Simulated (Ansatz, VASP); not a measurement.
## C: VASP beside Ansatz

```xyz
2
Lattice="0.0000 2.1167 3.3597 1.2228 0.0000 3.3597 1.2228 2.1167 0.0000" Properties=species:S:1:pos:R:3 pbc="T T T"
C     1.2935    0.7764    3.3597
C     1.2228    3.5276    3.3597
```

Alike in both runs: task single point; functional LDA; k mesh 16 × 16 × 16; occupations gaussian, width 0.03 eV; no spin polarisation.

```csv
,VASP,Ansatz
version,VASP 6.6.1,Ansatz 0.2.0
potentials or method,"VASP PAW LDA potentials, release 64 (C), cutoff 520 eV","scalar-relativistic, plane waves, PAW"
valence electrons in the cell,8,8
```

```csv
,VASP,Ansatz,Ansatz less VASP
gap on the k mesh at the Fermi level (eV),0.27,0.27,+0.003
least direct gap on the mesh (eV),0.45,0.45,+0.001
pressure (GPa),6.0,5.2,-0.75
"traceless stress, the component that is largest in VASP (GPa)",12.18,11.72,-0.458
rms of the force components (eV/Å),3.575,3.583,+0.0083
```

LDA's correlation is that of Perdew and Zunger in VASP and of Perdew and Wang (1992) in Ansatz. Atom by atom the forces differ by 0.008 eV/Å (rms over components).
